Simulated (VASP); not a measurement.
Wanted: the native input for a VASP 6.6.1 run.

```yaml
Task: single point
Functional: PBE
Potentials_or_basis: VASP PAW PBE potentials, release 64 (Sb, In_d)
Cutoff: 520 eV
k_mesh: 6 × 6 × 6
Occupations: fermi-dirac, width 0.05 eV
Spin: no spin polarisation
Dipole_correction: no
Further_INCAR_settings: ALGO = Normal; EDIFF = 1e-07; NBANDS = 22
```

The structure of InSb3 lies in POSCAR:

```
InSb3
1.0
    0.0000000000      3.7690874206      3.7690874206
    3.7690874206      0.0000000000      3.7690874206
    3.7690874206      3.7690874206      0.0000000000
Sb In
3 1
Direct
    0.5000000000      0.5000000000      0.5000000000
    0.7500000000      0.7500000000      0.7500000000
    0.2500000000      0.2500000000      0.2500000000
    0.0000000000      0.0000000000      0.0000000000
```

One way to write it, as run:

INCAR

```
SYSTEM = InSb3
PREC = Accurate
ENCUT = 520
EDIFF = 1E-7
ISMEAR = -1
SIGMA = 0.05
LREAL = .False.
LASPH = .True.
NELM = 80
ALGO = Normal
ISIF = 2
LWAVE = .False.
LCHARG = .False.
GGA = PE
NBANDS = 22
```

KPOINTS

```
regular mesh
0
Gamma
  6 6 6
  0 0 0
```

Potentials or basis: VASP PAW PBE potentials, release 64 (Sb, In_d).

Run with:

```sh
$ cat potpaw_PBE.64/Sb/POTCAR potpaw_PBE.64/In_d/POTCAR > POTCAR
$ mpirun -np 1 vasp_std > vasp.out
```

Results of the run:

| Property | Result |
| --- | --- |
| Pressure | 0.8 GPa |
| Band gap on the k mesh | zero (bands 14 and 15 overlap by 3.38 eV) |

Caveat: spin-orbit coupling is left out, which moves the levels of the heavy elements.

Wall time 86 s on 1 thread of Intel Xeon 8259CL (shared host), peak memory 0.25 GiB.
